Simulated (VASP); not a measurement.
## Re: relaxation of cell and atoms with LDA

Re:

```
Re
1.0
     2.49419    0.00000    0.00000
    -1.24710    2.16004    0.00000
     0.00000    0.00000    2.24674
Re
1
Direct
  0.00000 0.00000 0.00000
```

This isn't the form of Re at room conditions, which is hcp.

- Program: VASP 6.6.1
- Task: relaxation of cell and atoms
- Functional: LDA
- Potentials or basis: VASP PAW LDA potentials, release 64 (Re)
- Cutoff: 600 eV
- k mesh: 18 × 18 × 17
- Occupations: fermi-dirac, width 0.08 eV
- Spin: no spin polarisation
- Target pressure: 140 GPa
- Dipole correction: no
- Further INCAR settings: ALGO = Normal; EDIFF = 1e-06; IBRION = 2; EDIFFG = -0.005; NSW = 32; ISIF = 3

```json
{"Relaxed volume": "12.12 Å³/atom", "Relaxed cell": "a = 2.505 Å, b = 2.505 Å, c = 2.230 Å, α = 90.00°, β = 90.00°, γ = 120.00°", "Space group after relaxing (to 0.1 Å)": "P6/mmm (No. 191)", "Energy change on relaxing (the run minimises the enthalpy)": "-17.5 meV/atom", "Ionic steps": "10", "Pressure after relaxing": "140.0 GPa", "Band gap on the k mesh": "zero (an odd number of electrons rules out a gap without spin polarisation)"}
```

The path:
```
step  energy change (eV)  largest force (eV/Å)  pressure (GPa)  volume (Å³)
   1              0.0000                0.0000          141.09        12.10
   2             -0.0221                0.0000          134.63        12.23
   3             -0.0278                0.0000          139.19        12.13
   4             -0.0289                0.0000          139.10        12.13
   5             -0.0294                0.0000          139.07        12.13
   6              0.0607                0.0000          146.23        12.03
   7             -0.0181                0.0000          139.97        12.12
   8             -0.0179                0.0000          139.99        12.12
   9             -0.0164                0.0000          140.10        12.12
  10             -0.0175                0.0000          140.02        12.12
```

Final structure:
```
CELL_PARAMETERS angstrom
2.50509 0.00000 0.00000
-1.25254 2.16947 0.00000
0.00000 0.00000 2.22986
ATOMIC_POSITIONS crystal
Re 0.00000 0.00000 0.00000
```

Levels at points of the mesh, in eV from the Fermi level:
| k point | band 1 | band 2 | band 3 | band 4 | band 5 | band 6 |
| --- | --- | --- | --- | --- | --- | --- |
| (0.00, 0.00, 0.00) | -11.61 | -8.14 | -2.99 | -2.99 | 6.12 | 6.12 |
| (0.50, 0.00, 0.00) | -8.96 | -6.75 | 0.04 | 1.13 | 5.01 | 5.67 |

Wall time 2.8 min on 1 thread of Intel Xeon 8259CL, on a shared host, peak memory 0.16 GiB.

Caveat: the cell is relaxed towards a set pressure, so the run minimises the enthalpy, not the energy; spin-orbit coupling is left out, which moves the levels of the heavy elements.
